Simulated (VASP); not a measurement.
# Y (P6_3/mmc) in VASP: further runs, part 2 of 2

VASP 6.6.1. Earlier steps stand in the parts before.

### 3 Relaxation of cell and atoms, LDA

This run uses another cell than the first one, of 32.86 Å³/atom.

INCAR

```
SYSTEM = Y
ALGO     = Fast           ! electronic algorithm
EDIFF    = 1E-6           ! SCF threshold, eV
EDIFFG   = -0.005         ! ionic threshold
ENCUT    = 600            ! plane-wave cutoff, eV
IBRION   = 2              ! ionic algorithm
ISIF     = 3              ! what is computed and relaxed
ISMEAR   = 0              ! smearing method
LASPH    = .True.         ! aspherical terms in the spheres
LCHARG   = .False.        ! write CHGCAR
LREAL    = .False.        ! projectors in reciprocal space
LWAVE    = .False.        ! write WAVECAR
NELM     = 60             ! most SCF steps
NSW      = 70             ! ionic steps
PREC     = Accurate       ! precision mode
SIGMA    = 0.1            ! smearing width, eV
```

KPOINTS

```
k-points
0
Gamma
  15 15 8
  0 0 0
```

POSCAR

```
Y
1.0
    3.6571046552      0.0000000000      0.0000000000
   -1.8285523276      3.1671455357      0.0000000000
    0.0000000000      0.0000000000      5.6740659744
Y
2
Direct
    0.3333333333      0.6666666667      0.2500000000
    0.6666666667      0.3333333333      0.7500000000
```

Potentials or basis: VASP PAW LDA potentials, release 64 (Y_sv).

Started as:

```
cat potpaw_LDA.64/Y_sv/POTCAR > POTCAR
mpirun -np 1 vasp_std > vasp.out
```

OUTCAR:

```text
SYSTEM = Y
   EDIFF = 1E-6
   EDIFFG = -0.005
   ENCUT = 600
   IBRION = 2
   ISIF = 3
   ISMEAR = 0
   LASPH = .True.
   LREAL = .False.
   NELM = 60
   NSW = 70
   PREC = Accurate

 ion  position               nearest neighbor table
   1  0.333  0.667  0.250-   2 3.54   2 3.54   2 3.54   2 3.54   2 3.54   2 3.54
   2  0.667  0.333  0.750-   1 3.54   1 3.54   1 3.54   1 3.54   1 3.54   1 3.54

  LATTYP: Found a hexagonal cell.
 ALAT       =     3.6571046552
 C/A-ratio  =     1.5515186218

  Lattice vectors:

 A1 = (   3.6571046552,   0.0000000000,   0.0000000000)
 A2 = (  -1.8285523276,   3.1671455357,   0.0000000000)
 A3 = (   0.0000000000,   0.0000000000,   5.6740659744)

Analysis of symmetry for initial positions (statically):
=====================================================================
 Subroutine PRICEL returns:
 Original cell was already a primitive cell.

 Routine SETGRP: Setting up the symmetry group for a
 hexagonal supercell.

 Subroutine GETGRP returns: Found 24 space group operations
 (whereof 12 operations were pure point group operations)
 out of a pool of 24 trial point group operations.

The static configuration has the point symmetry D_3d.
 The point group associated with its full space group is D_6h.

Analysis of symmetry for dynamics (positions and initial velocities):
=====================================================================
 Subroutine PRICEL returns:
[... 175 lines left out ...]
      4     -19.5661      2.00000
      5     -19.5661      2.00000
      6     -19.4695      2.00000
      7     -19.4695      2.00000
      8     -19.4252      2.00000
      9      -1.8497      2.00000
     10       0.9621      2.00000
     11       3.8627      0.00000
     12       4.4949      0.00000
     13       4.4949      0.00000
     14       4.8888      0.00000
[... 516 lines left out ...]
  FREE ENERGIE OF THE ION-ELECTRON SYSTEM (eV)
  ---------------------------------------------------
  free  energy   TOTEN  =       -13.9031405730 eV

  energy  without entropy=      -13.8861633587  energy(sigma->0) =      -13.89465197

[... ionic steps 4 to 7 ...]

--------------------------------------- Ionic step        8  -------------------------------------------

 number of electron      22.0000001 magnetization

------------------------ aborting loop because EDIFF is reached ----------------------------------------
[... 67 lines left out ...]
--------------------------------------- Ionic step       10  -------------------------------------------

 number of electron      22.0000001 magnetization

 Free energy of the ion-electron system (eV)
  ---------------------------------------------------
  ext. energy  EPLUGINS =         0.00000000
  ---------------------------------------------------
  free energy    TOTEN  =       -13.90320770 eV

  energy without entropy =      -13.88604038  energy(sigma->0) =      -13.89462404

 E-fermi :   3.3155     XC(G=0): -10.0236

 val. band max:        3.3143386180   @ k =   0.2667   0.2000   0.2500
 cond. band min:       3.3587148853   @ k =   0.4667  -0.0000   0.5000
 fundamental gap:      0.0443762673
 Fermi energy:         3.3155476223

 k-point     1 :       0.0000    0.0000    0.0000
  band No.  band energies     occupation
      1     -38.9223      2.00000
      2     -38.8043      2.00000
      3     -19.4677      2.00000
      4     -18.8038      2.00000
      5     -18.8038      2.00000
      6     -18.6756      2.00000
      7     -18.6756      2.00000
      8     -18.6208      2.00000
      9      -1.5017      2.00000
     10       1.2936      2.00000
     11       4.6738      0.00000
     12       5.0678      0.00000
     13       5.0678      0.00000
     14       5.4967      0.00000
[... 444 lines left out ...]
  FREE ENERGIE OF THE ION-ELECTRON SYSTEM (eV)
  ---------------------------------------------------
  free  energy   TOTEN  =       -13.9032077044 eV

  energy  without entropy=      -13.8860403849  energy(sigma->0) =      -13.89462404

 reached required accuracy - stopping structural energy minimisation
```

Run time: 31 min. Hardware: 1 thread of Intel Xeon 8259CL, shared host; peak memory 0.32 GiB.

What came out:

```yaml
Free_energy: -13.9032 eV
Relaxed_volume: 29.83 Å³/atom
Relaxed_cell: a = 3.539 Å, b = 3.539 Å, c = 5.500 Å, α = 90.00°, β = 90.00°, γ = 120.00°
Space_group_after_relaxing_to_0.1_Å: P6_3/mmc (No. 194)
Energy_gained_by_relaxing: 37.8 meV/atom
Ionic_steps: 10
Pressure_after_relaxing: 0.0 GPa
Band_gap_on_the_k_mesh: zero (bands 11 and 12 overlap by 1.78 eV)
```

The path:
```
step  energy change (eV)  largest force (eV/Å)  pressure (GPa)  volume (Å³)
   1              0.0000                0.0000           -3.76        65.72
   2             -0.0730                0.0000            0.81        58.65
   3             -0.0755                0.0000            0.00        59.67
   4             -0.0755                0.0000           -0.15        59.79
   5             -0.0755                0.0000           -0.07        59.77
   6             -0.0756                0.0000           -0.07        59.76
   7             -0.0756                0.0000            0.08        59.64
   8             -0.0756                0.0000           -0.02        59.67
   9             -0.0756                0.0000           -0.03        59.67
  10             -0.0756                0.0000           -0.01        59.65
```

Final structure:
```
Y
1.0
     3.53893    0.00000    0.00000
    -1.76947    3.06481    0.00000
     0.00000    0.00000    5.49986
Y
2
Cartesian
  0.0000 2.0432 1.3750
  1.7695 1.0216 4.1249
```

LDA usually gives volumes a few per cent too small. Zero-point motion and thermal expansion aren't in these numbers.

The gap in the log of VASP goes by the Fermi energy; the results here count the filled bands.